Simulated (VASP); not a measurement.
# HgTe (I-4m2) in VASP: vibrations by perturbation theory with LDA

Aim: the vibrations by perturbation theory of HgTe with LDA.

Program: VASP 6.6.1. These are calculated values, not measurements. Logs are shortened: lines on timing, memory, paths and dates and some standing lists are left out, and cuts for length are marked.

### 1 The cell of the first run

It takes space group I-4m2 (No. 119, tetragonal). The conventional cell has a = 6.091 Å, b = 6.091 Å, c = 3.119 Å, α = 90.00°, β = 90.00°, γ = 90.00°. Within 4.1 Å of Hg (site symmetry -4m2) lie 2 Hg at 3.12 Å and 8 Te at 3.14 to 3.84 Å. Within 4.1 Å of Te (site symmetry -4m2) lie 2 Te at 3.12 Å and 8 Hg at 3.14 to 3.84 Å.

### 2 Vibrations by perturbation theory, LDA

Input file INCAR:

```
SYSTEM = HgTe
PREC = Accurate
ENCUT = 500
EDIFF = 1E-8
ISMEAR = -1
SIGMA = 0.05
LREAL = .False.
LASPH = .True.
NELM = 120
ALGO = Normal
ISIF = 2
LWAVE = .False.
LCHARG = .False.
GGA = CA
IBRION = 8
NSW = 1
GGA_COMPAT = .False.
```

Input file KPOINTS:

```
Automatic mesh
0
Gamma
  6 6 6
  0 0 0
```

Input file POSCAR:

```
HgTe
1.0
   -3.0456030000      3.0456030000      1.5594100000
    3.0456030000     -3.0456030000      1.5594100000
    3.0456030000      3.0456030000     -1.5594100000
Hg Te
1 1
Direct
    0.2500000000      0.7500000000      0.5000000000
    0.0000000000      0.0000000000      0.0000000000
```

Potentials or basis: VASP PAW LDA potentials, release 64 (Hg, Te).

Started as:

```console
$ cat potpaw_LDA.64/Hg/POTCAR potpaw_LDA.64/Te/POTCAR > POTCAR
$ mpirun -np 1 vasp_std > vasp.out
```

OUTCAR:

```text
SYSTEM = HgTe
   PREC = Accurate
   ENCUT = 500
   EDIFF = 1E-8
   ISMEAR = -1
   LREAL = .False.
   LASPH = .True.
   NELM = 120
   ISIF = 2
   GGA = CA
   IBRION = 8
   NSW = 1

 ion  position               nearest neighbor table
   1  0.250  0.750  0.500-   2 3.14   2 3.14   2 3.14   2 3.14
   2  0.000  0.000  0.000-   1 3.14   1 3.14   1 3.14   1 3.14

  LATTYP: Found a body centered tetragonal cell.
 ALAT       =     6.0912060000
 C/A-ratio  =     0.5120201156

  Lattice vectors:

 A1 = (  -3.0456030000,   3.0456030000,   1.5594100000)
 A2 = (   3.0456030000,  -3.0456030000,   1.5594100000)
 A3 = (   3.0456030000,   3.0456030000,  -1.5594100000)

Analysis of symmetry for initial positions (statically):
=====================================================================
 Subroutine PRICEL returns:
 Original cell was already a primitive cell.

 Routine SETGRP: Setting up the symmetry group for a
 body centered tetragonal supercell.

 Subroutine GETGRP returns: Found  8 space group operations
 (whereof  8 operations were pure point group operations)
 out of a pool of 16 trial point group operations.

The static configuration has the point symmetry D_2d.

Analysis of symmetry for dynamics (positions and initial velocities):
=====================================================================
 Subroutine PRICEL returns:
 Original cell was already a primitive cell.

 Routine SETGRP: Setting up the symmetry group for a
 body centered tetragonal supercell.

 Subroutine GETGRP returns: Found  8 space group operations
 (whereof  8 operations were pure point group operations)
 out of a pool of 16 trial point group operations.

The dynamic configuration has the point symmetry D_2d.

 Subroutine INISYM returns: Found  8 space group operations
 (whereof  8 operations are pure point group operations),
 and found     1 'primitive' translations

----------------------------------------------------------------------------------------

                                     Primitive cell

  volume of cell :      57.8585

  direct lattice vectors                    reciprocal lattice vectors
    -3.045603000  3.045603000  1.559410000     0.000000000  0.164171102  0.320634086
     3.045603000 -3.045603000  1.559410000     0.164171102  0.000000000  0.320634086
     3.045603000  3.045603000 -1.559410000     0.164171102  0.164171102  0.000000000

  length of vectors
     4.580737366  4.580737366  4.580737366     0.360219888  0.360219888  0.232172999

  position of ions in fractional coordinates (direct lattice)
     0.250000000  0.750000000  0.500000000
     0.000000000  0.000000000  0.000000000

  ion indices of the primitive-cell ions
   primitive index   ion index
                 1           1
                 2           2

----------------------------------------------------------------------------------------

 KPOINTS: Automatic mesh

Automatic generation of k-mesh.
 Grid dimensions read from file:
 generate k-points for:    6    6    6

 Generating k-lattice:

  Cartesian coordinates                     Fractional coordinates (reciprocal lattice)
     0.000000000  0.027361850  0.053439014     0.166666667  0.000000000  0.000000000
     0.027361850  0.000000000  0.053439014     0.000000000  0.166666667  0.000000000
     0.027361850  0.027361850  0.000000000     0.000000000  0.000000000  0.166666667

  Length of vectors
     0.060036648  0.060036648  0.038695500

  Shift w.r.t. Gamma in fractional coordinates (k-lattice)
     0.000000000  0.000000000  0.000000000

 Subroutine IBZKPT returns following result:
 ===========================================

 Found     30 irreducible k-points:

 Following reciprocal coordinates:
            Coordinates               Weight
  0.000000  0.000000  0.000000      1.000000
  0.166667  0.000000  0.000000      8.000000
  0.333333  0.000000  0.000000      8.000000
  0.500000  0.000000  0.000000      4.000000
  0.166667  0.166667  0.000000      8.000000
  0.333333  0.166667  0.000000     16.000000
[... 16 lines left out ...]
 -0.333333 -0.333333  0.166667      8.000000
 -0.166667 -0.333333  0.166667      8.000000
 [... further k-points ...]
   k-points           NKPTS =     30   k-points in BZ     NKDIM =     30   number of bands    NBANDS=     13
   number of dos      NEDOS =    301   number of ions     NIONS =      2
   total plane-waves  NPLWV =  46656
   dimension x,y,z NGX =    36 NGY =   36 NGZ =   36
   dimension x,y,z NGXF=    72 NGYF=   72 NGZF=   72
   ions per type =               1   1
   NGX,Y,Z   is equivalent  to a cutoff of  13.07, 13.07, 13.07 a.u.
   NGXF,Y,Z  is equivalent  to a cutoff of  26.13, 26.13, 26.13 a.u.
 SYSTEM =  HgTe
[... 17 lines left out ...]
   POTIM  = 0.5000    time-step for ionic-motion
   TEBEG  =    0.0;   TEEND  =   0.0 temperature during run
   PSTRESS=    0.0 pullay stress
   NELECT =      18.0000    total number of electrons
   NUPDOWN=      -1.0000    fix difference up-down
   EMIN   =  10.00;   EMAX   =-10.00  energy-range for DOS
   EFERMI =   0.00;   METHOD = LEGACY
   ISMEAR =    -1;   SIGMA  =   0.05  broadening in eV -4-tet -1-fermi 0-gaus
   EFERMI_NEDOS =   21; number of points for ismear=-14 and -15
   IALGO  =     38    algorithm
   IMIX   =      4    mixing-type and parameters
     AMIX     =   0.40;   BMIX     =  1.00
     AMIX_MAG =   1.60;   BMIX_MAG =  1.00
  volume/ion in A,a.u.               =      28.93       195.22
  Fermi-wavevector in a.u.,A,eV,Ry     =   1.109286  2.096246 16.742166  1.230515
  Thomas-Fermi vector in A             =   2.245823
   LORBIT       =      0    0 simple, 1 ext, 2 COOP (PROOUT), +10 PAW based schemes
   GGA     = CA    functional components
   LHFCALC =     F    Hartree Fock is set to
   AEXX    =    0.0000 exact exchange contribution
   IVDW    =     0    specifies the selected vdW correction
   LEPSILON=     F    determine dielectric tensor
   LRPA    =     F    only Hartree local field effects (RPA)
 non-spin polarized calculation
  energy-cutoff  :      500.00
  volume of cell :       57.86
 maximum number of plane-waves:      1501
 NGX is ok and might be reduce to    36
   NGX = 17   NGY = 17   NGZ = 17

--------------------------------------- Ionic step        1  -------------------------------------------

 number of electron      18.0000002 magnetization

 Free energy of the ion-electron system (eV)
  ---------------------------------------------------
  ext. energy  EPLUGINS =         0.00000000
  ---------------------------------------------------
  free energy    TOTEN  =        -4.59127364 eV

  energy without entropy =       -4.57130465  energy(sigma->0) =       -4.58128914

 E-fermi :   4.4125     XC(G=0): -10.0937

 val. band max:        4.4005581007   @ k =  -0.3333   0.5000   0.3333
 cond. band min:       4.4753369303   @ k =   0.5000   0.3333   0.0000
 fundamental gap:      0.0747788296
 Fermi energy:         4.4124537823

 k-point     1 :       0.0000    0.0000    0.0000
  band No.  band energies     occupation
      1      -8.3369      2.00000
      2      -3.0423      2.00000
      3      -2.3543      2.00000
      4      -2.2790      2.00000
      5      -1.8238      2.00000
      6      -1.8238      2.00000
      7       0.7622      2.00000
      8       1.7693      2.00000
      9       1.7693      2.00000
     10       7.4844      0.00000
     11       8.8629      0.00000
     12      11.1009      0.00000
     13      11.1009      0.00000
[... 354 lines left out ...]
  band No.  band energies     occupation
      1      -5.9388      2.00000
      2      -2.6353      2.00000
      3      -2.6166      2.00000
      4      -2.3466      2.00000
      5      -2.0749      2.00000
      6      -1.5601      2.00000
      7      -0.2981      2.00000
      8       2.6880      2.00000
      9       3.0751      2.00000
     10       4.3733      1.37301
     11       5.7972      0.00000
     12       8.3839      0.00000
     13       9.0323      0.00000

 [... further k-points ...]

------------------------ aborting loop because EDIFF is reached ----------------------------------------

  FORCE on cell =-STRESS in cart. coord.  units (eV):
  Direction    XX          YY          ZZ          XY          YZ          ZX
  --------------------------------------------------------------------------------------
  -------------------------------------------------------------------------------------
  Total       -1.6352520     -1.6352520     -1.7026283      0.0000000      0.0000000      0.0000000
  in kB      -45.2822908    -45.2822908    -47.1480289      0.0000000      0.0000000      0.0000000
  external PRESSURE =     -45.9042035 kB  Pullay stress =       0.0000000 kB

 VOLUME and BASIS-vectors are now :
 -----------------------------------------------------------------------------
  energy-cutoff  :      500.00
  volume of cell :       57.86
      direct lattice vectors                 reciprocal lattice vectors
    -3.045603000  3.045603000  1.559410000     0.000000000  0.164171102  0.320634086
     3.045603000 -3.045603000  1.559410000     0.164171102  0.000000000  0.320634086
     3.045603000  3.045603000 -1.559410000     0.164171102  0.164171102  0.000000000

 POSITION                                       TOTAL-FORCE (eV/Angst)
 -----------------------------------------------------------------------------------
      3.04560      0.00000      0.77970         0.000000     -0.000000     -0.000000
      0.00000      0.00000      0.00000        -0.000000      0.000000      0.000000
 -----------------------------------------------------------------------------------
    total drift:                                0.000000     -0.000000      0.000000

  FREE ENERGIE OF THE ION-ELECTRON SYSTEM (eV)
  ---------------------------------------------------
  free  energy   TOTEN  =        -4.5912736371 eV

  energy  without entropy=       -4.5713046456  energy(sigma->0) =       -4.58128914

[... ionic steps 2 to 3 ...]

--------------------------------------- Ionic step        4  -------------------------------------------

------------------------ aborting loop because EDIFF is reached ----------------------------------------
[... 11 lines left out ...]
[... ionic steps 8 to 8 ...]

--------------------------------------- Ionic step        9  -------------------------------------------

 Free energy of the ion-electron system (eV)
  ---------------------------------------------------
  ---------------------------------------------------
  free energy    TOTEN  =        -0.03190767 eV

  energy without entropy =       -0.03190767

------------------------ aborting loop because EDIFF is reached ----------------------------------------

 INTERNAL STRAIN TENSOR  FOR ION    2  DIRECTION 3   (eV/Angst):
 -----------------------------------------------------------------------------
    -1.80070  0.00000  0.00000
     0.00000  1.79214  0.00000
     0.00000  0.00000  0.00922

 INTERNAL STRAIN TENSOR FOR ION    2 for displacements in x,y,z  (eV/Angst):
          X           Y           Z          XY          YZ          ZX
  --------------------------------------------------------------------------------
  x     0.00000     0.00000     0.00000     0.00000     0.00000     0.03823
  y     0.00000     0.00000     0.00000     0.00000    -0.48634     0.00000
  z    -1.79642     1.79642     0.00000     0.00000     0.00000     0.00000

 SECOND DERIVATIVES (NOT SYMMETRIZED)
 ------------------------------------
               1X          1Y          1Z          2X          2Y          2Z
  1X    -1.508096    0.000000    0.000000    1.508096    0.000000    0.000000
  1Y     0.000000   -1.508096    0.000000    0.000000    1.508096    0.000000
  1Z     0.000000    0.000000   -0.034302    0.000000    0.000000    0.034302
  2X     1.507927    0.000000    0.000000   -1.507927    0.000000    0.000000
  2Y     0.000000    1.507927    0.000000    0.000000   -1.507927    0.000000
  2Z     0.000000    0.000000    0.038127    0.000000    0.000000   -0.038127

 Eigenvectors and eigenvalues of the dynamical matrix
 ----------------------------------------------------

   1 f  =    2.173868 THz    13.658813 2PiTHz   72.512420 cm-1     8.990390 meV
             X         Y         Z           dx          dy          dz
      3.045603  0.000000  0.779705     0.000000   -0.623559    0.000000
      0.000000  0.000000  0.000000     0.000000    0.781776    0.000000
[... 21 lines left out ...]
   6 f/i=    0.008619 THz     0.054155 2PiTHz    0.287502 cm-1     0.035646 meV
             X         Y         Z           dx          dy          dz
      3.045603  0.000000  0.779705     0.000000    0.000000    0.797391
      0.000000  0.000000  0.000000     0.000000    0.000000    0.603463

--------------------------------------------------------------------------------------------------------

 ELASTIC MODULI CONTR FROM IONIC RELAXATION (kBar)
 Direction    XX          YY          ZZ          XY          YZ          ZX
 --------------------------------------------------------------------------------
 XX       -2358.0201   2358.0201      0.0000      0.0000      0.0000     -0.0000
 YY        2358.0201  -2358.0201      0.0000      0.0000     -0.0000      0.0000
 ZZ           0.0000      0.0000      0.0000      0.0000      0.0000      0.0000
 XY           0.0000      0.0000      0.0000      0.0000      0.0000      0.0000
 YZ           0.0000     -0.0000      0.0000      0.0000     -2.3622     -0.0000
 ZX          -0.0000      0.0000      0.0000      0.0000     -0.0000     -0.8698
 --------------------------------------------------------------------------------
```

It took 7.5 min on 1 thread of AMD EPYC 7R43 (Zen 3), shared host; peak memory 0.32 GiB.

Results:

* Highest phonon frequency at Γ, LO-TO splitting left out: 73 cm⁻¹

Phonon frequencies in cm⁻¹ (negative: imaginary):
```
              q point     frequencies
(0.000, 0.000, 0.000)  0 0 0 11 73 73
```

Caveat: the k points lie up to 0.38 Å⁻¹ apart; the cell stands under pressure or tension, which shifts response properties; spin-orbit coupling is left out, which moves the levels of the heavy elements.
